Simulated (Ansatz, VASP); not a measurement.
SiC in VASP and in Ansatz

INCAR

```
PREC = Accurate
ENCUT = 520
EDIFF = 1E-6
ISMEAR = 0
SIGMA = 0.05
LREAL = False
LASPH = True
NELM = 60
ALGO = Normal
ISIF = 2
LWAVE = False
LCHARG = False
GGA = PS
NBANDS = 11
```

Contents of KPOINTS:

```
Automatic mesh
0
Gamma
  12 12 12
```

The input POSCAR:

```
SiC
1.0
    0.0000000000      2.2774015699      2.2774015699
    2.2774015699      0.0000000000      2.2774015699
    2.2473398692      2.2473398692      0.0300617007
Si C
1 1
Direct
    0.0000000000      0.0000000000      0.0000000000
    0.7500000000      0.7500000000      0.7500000000
```

Input for Ansatz:

```yaml
crystal:
  lattice:
    - [0.0, 2.2774015699, 2.2774015699]
    - [2.2774015699, 0.0, 2.2774015699]
    - [2.2473398692, 2.2473398692, 0.0300617007]
  atoms:
    - { symbol: Si, position: [0.0, 0.0, 0.0] }
    - { symbol: C, position: [0.75, 0.75, 0.75] }
basis:
  ecutwfc: 520.0
kpoints:
  mp_grid: { grid: [12, 12, 12] }
hamiltonian:
  xc: pbesol
  pseudopotentials: { kind: paw, azcp: { folder: soft_1 } }
scf:
  occupations: { method: gaussian, width: 0.05 }
output:
  forces: true
  stress: true
  eigenvalues: true
```

Alike in both runs: task single point; functional PBEsol; k mesh 12 × 12 × 12; occupations gaussian, width 0.05 eV; no spin polarisation.

|  | VASP | Ansatz |
| --- | --- | --- |
| version | VASP 6.6.1 | Ansatz 0.2.0 |
| potentials or method | VASP PAW PBE potentials, release 64 (Si, C), cutoff 520 eV | scalar-relativistic, plane waves, PAW |
| valence electrons in the cell | 8 | 8 |

|  | VASP | Ansatz | Ansatz less VASP |
| --- | --- | --- | --- |
| gap on the k mesh at the Fermi level (eV) | 1.27 | 1.28 | +0.010 |
| least direct gap on the mesh (eV) | 4.21 | 4.23 | +0.011 |
| pressure (GPa) | -19.7 | -20.0 | -0.29 |
| traceless stress, the component that is largest in VASP (GPa) | 2.72 | 2.69 | -0.023 |
| rms of the force components (eV/Å) | 0.053 | 0.051 | -0.0017 |

VASP's potentials were made for PBE, not for PBEsol, and Ansatz warns of the same on its side. Atom by atom the forces differ by 0.002 eV/Å (rms over components).
